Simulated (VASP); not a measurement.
# Sn (Fd-3m) in VASP: further runs, part 2 of 2

VASP 6.6.1. Earlier steps stand in the parts before.

### Step 3. Single point, r2SCAN (34.33 Å³/atom)

This run uses another cell than the first one, of 34.33 Å³/atom.

File POSCAR:

```
Sn
1.0
    0.0000000000      3.2500454945      3.2500454945
    3.2500454945      0.0000000000      3.2500454945
    3.2500454945      3.2500454945      0.0000000000
Sn
2
Direct
    0.0000000000      0.0000000000      0.0000000000
    0.2500000000      0.2500000000      0.2500000000
```

File INCAR.step1:

```
SYSTEM = Sn
  ALGO = Normal
  EDIFF = 1E-4
  ENCUT = 520
  GGA = PE
  ISMEAR = 0
  LASPH = .TRUE.
  LCHARG = .FALSE.
  LREAL = .FALSE.
  LWAVE = .TRUE.
  NBANDS = 21
  NELM = 80
  PREC = Accurate
  SIGMA = 0.1
```

File INCAR.step2:

```
SYSTEM = Sn
  ALGO = Normal
  EDIFF = 1E-7
  ENCUT = 520
  ISIF = 2
  ISMEAR = 0
  ISTART = 1
  LASPH = .TRUE.
  LCHARG = .FALSE.
  LMIXTAU = .TRUE.
  LREAL = .FALSE.
  LWAVE = .FALSE.
  METAGGA = R2SCAN
  NBANDS = 21
  NELM = 80
  PREC = Accurate
  SIGMA = 0.1
```

File KPOINTS:

```
k-points
0
G
  12 12 12
  0 0 0
```

Potentials or basis: VASP PAW PBE potentials, release 64 (Sn_d).

On the command line:

```console
> cat potpaw_PBE.64/Sn_d/POTCAR > POTCAR
> cp INCAR.step1 INCAR
> mpirun -np 1 vasp_std > vasp.out
> cp INCAR.step2 INCAR
> mpirun -np 1 vasp_std > vasp.out
```

OUTCAR:

```text
SYSTEM = Sn
   EDIFF = 1E-7
   ENCUT = 520
   ISIF = 2
   ISMEAR = 0
   ISTART = 1
   LASPH = .TRUE.
   LREAL = .FALSE.
   METAGGA = R2SCAN
   NELM = 80
   PREC = Accurate

 ion  position               nearest neighbor table
   1  0.000  0.000  0.000-   2 2.81   2 2.81   2 2.81   2 2.81
   2  0.250  0.250  0.250-   1 2.81   1 2.81   1 2.81   1 2.81

  LATTYP: Found a face centered cubic cell.
 ALAT       =     6.5000909890

  Lattice vectors:

 A1 = (   0.0000000000,   3.2500454945,   3.2500454945)
 A2 = (   3.2500454945,   0.0000000000,   3.2500454945)
 A3 = (   3.2500454945,   3.2500454945,   0.0000000000)

Analysis of symmetry for initial positions (statically):
=====================================================================
 Subroutine PRICEL returns:
 Original cell was already a primitive cell.

 Routine SETGRP: Setting up the symmetry group for a
 face centered cubic supercell.

 Subroutine GETGRP returns: Found 48 space group operations
 (whereof 24 operations were pure point group operations)
 out of a pool of 48 trial point group operations.

The static configuration has the point symmetry T_d .
[... 157 lines left out ...]
  ---------------------------------------------------
  ext. energy  EPLUGINS =         0.00000000
  ---------------------------------------------------
  free energy    TOTEN  =       -49.48598237 eV

  energy without entropy =      -49.48576899  energy(sigma->0) =      -49.48587568

 E-fermi :   5.5519     XC(G=0):  -9.5695

 val. band max:        5.5326714532   @ k =   0.0000   0.0000   0.0000
 cond. band min:       5.6582957798   @ k =   0.5000   0.0000   0.0000
 fundamental gap:      0.1256243266
 Fermi energy:         5.5519002325

 k-point     1 :       0.0000    0.0000    0.0000
  band No.  band energies     occupation
      1     -16.8667      2.00000
      2     -16.8667      2.00000
      3     -16.8667      2.00000
      4     -16.8007      2.00000
      5     -16.8007      2.00000
      6     -16.4808      2.00000
[... 565 lines left out ...]
     20      13.7346      0.00000
     21      14.0241      0.00000

 [... further k-points ...]
[... 5 lines left out ...]
  --------------------------------------------------------------------------------------
  -------------------------------------------------------------------------------------
  Total        0.5908939      0.5908939      0.5908939      0.0000000      0.0000000      0.0000000
  in kB       13.7886511     13.7886511     13.7886511      0.0000000      0.0000000      0.0000000
  external PRESSURE =      13.7886511 kB  Pullay stress =       0.0000000 kB

 VOLUME and BASIS-vectors are now :
 -----------------------------------------------------------------------------
  energy-cutoff  :      520.00
  volume of cell :       68.66
      direct lattice vectors                 reciprocal lattice vectors
     0.000000000  3.250045495  3.250045495    -0.153844000  0.153844000  0.153844000
     3.250045495  0.000000000  3.250045495     0.153844000 -0.153844000  0.153844000
     3.250045495  3.250045495  0.000000000     0.153844000  0.153844000 -0.153844000

 POSITION                                       TOTAL-FORCE (eV/Angst)
 -----------------------------------------------------------------------------------
      0.00000      0.00000      0.00000         0.000000      0.000000     -0.000000
      1.62502      1.62502      1.62502        -0.000000     -0.000000      0.000000
 -----------------------------------------------------------------------------------
    total drift:                                0.000000      0.000000      0.000000

  FREE ENERGIE OF THE ION-ELECTRON SYSTEM (eV)
  ---------------------------------------------------
  free  energy   TOTEN  =       -49.4859823736 eV

  energy  without entropy=      -49.4857689911  energy(sigma->0) =      -49.48587568
```

OUTCAR.step1:

```text
SYSTEM = Sn
   EDIFF = 1E-4
   ENCUT = 520
   GGA = PE
   ISMEAR = 0
   LASPH = .TRUE.
   LREAL = .FALSE.
[... 799 lines left out ...]
      0.00000      0.00000      0.00000        -0.000000     -0.000000     -0.000000
      1.62502      1.62502      1.62502         0.000000      0.000000      0.000000
 -----------------------------------------------------------------------------------
    total drift:                                0.000000      0.000000      0.000000

  FREE ENERGIE OF THE ION-ELECTRON SYSTEM (eV)
  ---------------------------------------------------
  free  energy   TOTEN  =        -7.6493287488 eV

  energy  without entropy=       -7.6482984685  energy(sigma->0) =       -7.64881361
```

OSZICAR.step1:

```text
N       E                     dE             d eps       ncg     rms          rms(c)
DAV:   1     0.227120755771E+03    0.22712E+03   -0.14415E+04  3057   0.189E+03
DAV:   2     0.172446835338E+02   -0.20988E+03   -0.20567E+03  3044   0.448E+02
DAV:   3    -0.687033079774E+01   -0.24115E+02   -0.23985E+02  3549   0.140E+02
DAV:   4    -0.767604214370E+01   -0.80571E+00   -0.80538E+00  3409   0.287E+01
DAV:   5    -0.770915696524E+01   -0.33115E-01   -0.33114E-01  4576   0.537E+00    0.320E+00
DAV:   6    -0.766696790023E+01    0.42189E-01   -0.26779E-02  4087   0.205E+00    0.188E+00
DAV:   7    -0.764709500293E+01    0.19873E-01   -0.44626E-02  3262   0.217E+00    0.161E-01
DAV:   8    -0.764891304197E+01   -0.18180E-02   -0.56788E-03  3429   0.826E-01    0.508E-02
DAV:   9    -0.764931287098E+01   -0.39983E-03   -0.51022E-04  2663   0.153E-01    0.120E-02
DAV:  10    -0.764932874883E+01   -0.15878E-04   -0.35466E-05  2706   0.516E-02
   1 F= -.76493287E+01 E0= -.76488136E+01  d E =-.103028E-02
```

It took 9 min on 1 thread of Intel Xeon 8259CL, shared host; peak memory 0.26 GiB.

What came out:

```
Free energy            : -49.4860 eV
Pressure               : 1.4 GPa
Band gap on the k mesh : zero (filled and empty bands touch)
```

Caveat: the PAW data sets were made with another functional, which shifts forces and pressure a little; spin-orbit coupling is left out, which moves the levels of the heavy elements.

### Step 4. Single point, r2SCAN

This run uses another cell than the first one, of 35.39 Å³/atom.

File POSCAR:

```
Sn
1.0
    0.0000000000      3.2832115147      3.2832115147
    3.2832115147      0.0000000000      3.2832115147
    3.2832115147      3.2832115147      0.0000000000
Sn
2
Direct
    0.0000000000      0.0000000000      0.0000000000
    0.2500000000      0.2500000000      0.2500000000
```

File INCAR.step1:

```
SYSTEM = Sn
PREC = Accurate
ENCUT = 520
ISMEAR = 0
SIGMA = 0.1
LREAL = .False.
LASPH = .True.
NELM = 60
NBANDS = 21
GGA = PE
ALGO = Normal
EDIFF = 1E-4
LWAVE = .True.
LCHARG = .False.
```

File INCAR.step2:

```
SYSTEM = Sn
PREC = Accurate
ENCUT = 520
EDIFF = 1E-6
ISMEAR = 0
SIGMA = 0.1
LREAL = .False.
LASPH = .True.
NELM = 60
ALGO = Normal
ISIF = 2
LWAVE = .False.
LCHARG = .False.
METAGGA = R2SCAN
LMIXTAU = .True.
NBANDS = 21
ISTART = 1
```

File KPOINTS:

```
regular mesh
0
Gamma
  12 12 12
  0 0 0
```

On the command line:

```console
> cat potpaw_PBE.64/Sn_d/POTCAR > POTCAR
> cp INCAR.step1 INCAR
> mpirun -np 1 vasp_std > vasp.out
> cp INCAR.step2 INCAR
> mpirun -np 1 vasp_std > vasp.out
```

Run time: 6.6 min. Hardware: 1 thread of Intel Xeon 8259CL, shared host; peak memory 0.27 GiB.

The run converged. Its results:

```
Free energy            : -49.4955 eV
Pressure               : 0.0 GPa
Band gap on the k mesh : zero (filled and empty bands touch)
```

Levels at points of the mesh, in eV from the Fermi level:
| k point | band 11 | band 12 | band 13 | band 14 | band 15 | band 16 | band 17 | band 18 |
| --- | --- | --- | --- | --- | --- | --- | --- | --- |
| (0.00, 0.00, 0.00) | -10.89 | -0.62 | 0.00 | 0.00 | 0.00 | 2.22 | 2.22 | 2.22 |
| (0.50, 0.00, 0.00) | -9.25 | -6.46 | -1.21 | -1.21 | 0.06 | 3.35 | 3.35 | 5.96 |
| (0.50, 0.50, 0.00) | -7.74 | -7.74 | -2.56 | -2.56 | 0.96 | 0.96 | 7.93 | 7.93 |

Caveat: the PAW data sets were made with another functional, which shifts forces and pressure a little; spin-orbit coupling is left out, which moves the levels of the heavy elements.

### Step 5. Single point, r2SCAN (36.45 Å³/atom)

This run uses another cell than the first one, of 36.45 Å³/atom.

File POSCAR:

```
Sn
1.0
    0.0000000000      3.3157206736      3.3157206736
    3.3157206736      0.0000000000      3.3157206736
    3.3157206736      3.3157206736      0.0000000000
Sn
2
Direct
    0.0000000000      0.0000000000      0.0000000000
    0.2500000000      0.2500000000      0.2500000000
```

File INCAR.step1:

```
PREC = Accurate
ENCUT = 520
ISMEAR = 0
SIGMA = 0.1
LREAL = False
LASPH = True
NELM = 80
NBANDS = 21
GGA = PE
ALGO = Normal
EDIFF = 1E-4
LWAVE = True
LCHARG = False
```

File INCAR.step2:

```
PREC = Accurate
ENCUT = 520
EDIFF = 1E-7
ISMEAR = 0
SIGMA = 0.1
LREAL = False
LASPH = True
NELM = 80
ALGO = Normal
ISIF = 2
LWAVE = False
LCHARG = True
METAGGA = R2SCAN
LMIXTAU = True
LELF = True
LVHAR = True
NBANDS = 21
ISTART = 1
```

File KPOINTS:

```
Automatic mesh
0
Gamma
  12 12 12
```

On the command line:

```console
> cat potpaw_PBE.64/Sn_d/POTCAR > POTCAR
> cp INCAR.step1 INCAR
> mpirun -np 1 vasp_std > vasp.out
> cp INCAR.step2 INCAR
> mpirun -np 1 vasp_std > vasp.out
```

Wall time 9.8 min (1 thread of Intel Xeon 8259CL, shared host); peak memory 0.27 GiB.

Results (log left out):

```
Free energy            : -49.4879 eV
Pressure               : -1.2 GPa
Band gap on the k mesh : zero (filled and empty bands touch)
```

Levels at points of the mesh, in eV from the Fermi level:
| k point | band 10 | band 11 | band 12 | band 13 | band 14 | band 15 | band 16 | band 17 | band 18 | band 19 |
| --- | --- | --- | --- | --- | --- | --- | --- | --- | --- | --- |
| (0.00, 0.00, 0.00) | -21.92 | -10.67 | -0.81 | 0.03 | 0.03 | 0.03 | 2.24 | 2.24 | 2.24 | 5.35 |
| (0.50, 0.00, 0.00) | -21.88 | -9.09 | -6.33 | -1.14 | -1.14 | 0.03 | 3.36 | 3.36 | 5.99 | 8.64 |
| (0.50, 0.50, 0.00) | -21.86 | -7.61 | -7.61 | -2.44 | -2.44 | 1.01 | 1.01 | 7.76 | 7.76 | 9.37 |

Caveat: the PAW data sets were made with another functional, which shifts forces and pressure a little; spin-orbit coupling is left out, which moves the levels of the heavy elements.

### Step 6. Single point, r2SCAN (37.51 Å³/atom)

This run uses another cell than the first one, of 37.51 Å³/atom.

File POSCAR:

```
Sn
1.0
    0.0000000000      3.3476045591      3.3476045591
    3.3476045591      0.0000000000      3.3476045591
    3.3476045591      3.3476045591      0.0000000000
Sn
2
Direct
    0.0000000000      0.0000000000      0.0000000000
    0.2500000000      0.2500000000      0.2500000000
```

File INCAR.step1:

```
SYSTEM = Sn
PREC = Accurate
ENCUT = 520
ISMEAR = 0
SIGMA = 0.1
LREAL = .False.
LASPH = .True.
NELM = 60
NBANDS = 21
GGA = PE
ALGO = Normal
EDIFF = 1E-4
LWAVE = .True.
LCHARG = .False.
```

File INCAR.step2:

```
SYSTEM = Sn
PREC = Accurate
ENCUT = 520
EDIFF = 1E-7
ISMEAR = 0
SIGMA = 0.1
LREAL = .False.
LASPH = .True.
NELM = 60
ALGO = Normal
ISIF = 2
LWAVE = .False.
LCHARG = .True.
METAGGA = R2SCAN
LMIXTAU = .True.
LELF = .True.
LVHAR = .True.
NBANDS = 21
ISTART = 1
```

File KPOINTS:

```
Automatic mesh
0
Gamma
  12 12 12
  0 0 0
```

Potentials or basis: VASP PAW PBE potentials, release 64 (Sn_d).

On the command line:

```console
> cat potpaw_PBE.64/Sn_d/POTCAR > POTCAR
> cp INCAR.step1 INCAR
> mpirun -np 1 vasp_std > vasp.out
> cp INCAR.step2 INCAR
> mpirun -np 1 vasp_std > vasp.out
```

OUTCAR:

```text
SYSTEM = Sn
   PREC = Accurate
   ENCUT = 520
   EDIFF = 1E-7
   ISMEAR = 0
   LREAL = .False.
   LASPH = .True.
   NELM = 60
   ISIF = 2
   METAGGA = R2SCAN
   ISTART = 1

 ion  position               nearest neighbor table
   1  0.000  0.000  0.000-   2 2.90   2 2.90   2 2.90   2 2.90
   2  0.250  0.250  0.250-   1 2.90   1 2.90   1 2.90   1 2.90

  LATTYP: Found a face centered cubic cell.
 ALAT       =     6.6952091182

  Lattice vectors:

 A1 = (   0.0000000000,   3.3476045591,   3.3476045591)
 A2 = (   3.3476045591,   0.0000000000,   3.3476045591)
 A3 = (   3.3476045591,   3.3476045591,   0.0000000000)

Analysis of symmetry for initial positions (statically):
=====================================================================
 Subroutine PRICEL returns:
 Original cell was already a primitive cell.

 Routine SETGRP: Setting up the symmetry group for a
 face centered cubic supercell.

 Subroutine GETGRP returns: Found 48 space group operations
 (whereof 24 operations were pure point group operations)
 out of a pool of 48 trial point group operations.

The static configuration has the point symmetry T_d .
[... 156 lines left out ...]
  ---------------------------------------------------
  ext. energy  EPLUGINS =         0.00000000
  ---------------------------------------------------
  free energy    TOTEN  =       -49.46601872 eV

  energy without entropy =      -49.46509583  energy(sigma->0) =      -49.46555728

 E-fermi :   4.5811     XC(G=0):  -9.1566

 val. band max:        4.5739836854   @ k =   0.5000   0.0000   0.0000
 cond. band min:       4.6162726547   @ k =   0.4167   0.0000   0.0000
 fundamental gap:      0.0422889693
 Fermi energy:         4.5810827949

 k-point     1 :       0.0000    0.0000    0.0000
  band No.  band energies     occupation
      1     -17.6133      2.00000
      2     -17.6133      2.00000
      3     -17.6133      2.00000
      4     -17.5590      2.00000
      5     -17.5590      2.00000
      6     -17.3068      2.00000
[... 565 lines left out ...]
     20      12.6260      0.00000
     21      12.8945      0.00000

 [... further k-points ...]
[... 5 lines left out ...]
  --------------------------------------------------------------------------------------
  -------------------------------------------------------------------------------------
  Total       -1.0292156     -1.0292156     -1.0292156      0.0000000      0.0000000     -0.0000000
  in kB      -21.9778146    -21.9778146    -21.9778146      0.0000000      0.0000000     -0.0000000
  external PRESSURE =     -21.9778146 kB  Pullay stress =       0.0000000 kB

 VOLUME and BASIS-vectors are now :
 -----------------------------------------------------------------------------
  energy-cutoff  :      520.00
  volume of cell :       75.03
      direct lattice vectors                 reciprocal lattice vectors
     0.000000000  3.347604559  3.347604559    -0.149360533  0.149360533  0.149360533
     3.347604559  0.000000000  3.347604559     0.149360533 -0.149360533  0.149360533
     3.347604559  3.347604559  0.000000000     0.149360533  0.149360533 -0.149360533

 POSITION                                       TOTAL-FORCE (eV/Angst)
 -----------------------------------------------------------------------------------
      0.00000      0.00000      0.00000         0.000000      0.000000      0.000000
      1.67380      1.67380      1.67380        -0.000000     -0.000000     -0.000000
 -----------------------------------------------------------------------------------
    total drift:                                0.000000      0.000000      0.000000

  FREE ENERGIE OF THE ION-ELECTRON SYSTEM (eV)
  ---------------------------------------------------
  free  energy   TOTEN  =       -49.4660187232 eV

  energy  without entropy=      -49.4650958286  energy(sigma->0) =      -49.46555728
```

Wall time 6.3 min (1 thread of Intel Xeon 8259CL, shared host); peak memory 0.27 GiB.

Results:

- Free energy: -49.4660 eV
- Pressure: -2.2 GPa
- Band gap on the k mesh: zero (bands 14 and 15 overlap by 0.06 eV)

Caveat: the PAW data sets were made with another functional, which shifts forces and pressure a little; spin-orbit coupling is left out, which moves the levels of the heavy elements.

### Step 7. Summary

| cell | gap on the mesh (eV) | pressure (GPa) |
| --- | --- | --- |
| a = 4.548 Å, angles 60.0°, 2 atoms | none | 3.1 |
| a = 4.596 Å, angles 60.0°, 2 atoms | none | 1.4 |
| a = 4.643 Å, angles 60.0°, 2 atoms | none | 0.0 |
| a = 4.689 Å, angles 60.0°, 2 atoms | none | -1.2 |
| a = 4.734 Å, angles 60.0°, 2 atoms | none | -2.2 |

Alike in all rows: task single point; level r2SCAN; potentials or basis VASP PAW PBE potentials, release 64 (Sn_d); no spin polarisation; k mesh 12 × 12 × 12; cutoff (eV) 520; smearing gaussian 0.1 eV.

Caveats: the PAW data sets were made with another functional, which shifts forces and pressure a little; spin-orbit coupling is left out, which moves the levels of the heavy elements; the cell stands under pressure (at least some runs).

Absolute energies hang on the potentials; compare differences alone.

The gap in the log of VASP goes by the Fermi energy; the results here count the filled bands.